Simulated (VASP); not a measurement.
Here is a VASP 6.6.1 calculation.

File POSCAR:

```
SrTi2S2
1.0
    0.0000000000      3.7787947100      0.0000000000
    3.7787947100      0.0000000000      0.0000000000
    1.8893968600      1.8893968600     -6.3938471500
S Sr Ti
2 1 2
Direct
    0.3600000000      0.3600000000      0.2800000000
    0.6400000000      0.6400000000      0.7200000000
    0.0000000000      0.0000000000      0.0000000000
    0.7500000000      0.2500000000      0.5000000000
    0.2500000000      0.7500000000      0.5000000000
```

The input INCAR.step1:

```
SYSTEM = SrTi2S2
  ALGO = Normal
  EDIFF = 1E-4
  ENCUT = 520
  GGA = PE
  ISMEAR = -1
  LASPH = .True.
  LCHARG = .False.
  LDAU = .True.
  LDAUJ = 0 0 0
  LDAUL = -1 -1 2
  LDAUTYPE = 2
  LDAUU = 0 0 2.82
  LMAXMIX = 4
  LREAL = .False.
  LWAVE = .True.
  NBANDS = 31
  NELM = 150
  PREC = Accurate
  SIGMA = 0.0181
```

Contents of INCAR.step2:

```
SYSTEM = SrTi2S2
  ALGO = Normal
  EDIFF = 1E-6
  ENCUT = 520
  ISIF = 2
  ISMEAR = -1
  ISTART = 1
  LASPH = .True.
  LCHARG = .True.
  LDAU = .True.
  LDAUJ = 0 0 0
  LDAUL = -1 -1 2
  LDAUPRINT = 1
  LDAUTYPE = 2
  LDAUU = 0 0 2.82
  LELF = .True.
  LMAXMIX = 4
  LMIXTAU = .True.
  LREAL = .False.
  LVHAR = .True.
  LWAVE = .False.
  METAGGA = R2SCAN
  NBANDS = 31
  NELM = 150
  PREC = Accurate
  SIGMA = 0.0181
```

Contents of KPOINTS:

```
k-points
0
Gamma
  6 6 6
  0 0 0
```

Potentials or basis: VASP PAW PBE potentials, release 64 (S, Sr_sv, Ti_sv).

Command:

```sh
$ cat potpaw_PBE.64/S/POTCAR potpaw_PBE.64/Sr_sv/POTCAR potpaw_PBE.64/Ti_sv/POTCAR > POTCAR
$ cp INCAR.step1 INCAR
$ mpirun -np 1 vasp_std > vasp.out
$ cp INCAR.step2 INCAR
$ mpirun -np 1 vasp_std > vasp.out
```

**Question.** What does it give for the largest force?

**Answer.** 2.991 eV/Å.

**Question.** Predict the pressure.

**Answer.** 13.4 GPa.

Eigenvalues of the final occupation matrices:
```tsv
site	spin	trace	eigenvalues
site 4 d	1	1.07	0.13 0.18 0.18 0.18 0.39
site 4 d	2	1.07	0.13 0.18 0.18 0.18 0.39
site 5 d	1	1.07	0.13 0.18 0.18 0.18 0.39
site 5 d	2	1.07	0.13 0.18 0.18 0.18 0.39
```

Caveat: the cell stands under pressure; the PAW data sets were made with another functional, which shifts forces and pressure a little; U without spin polarisation on a metal has little footing.
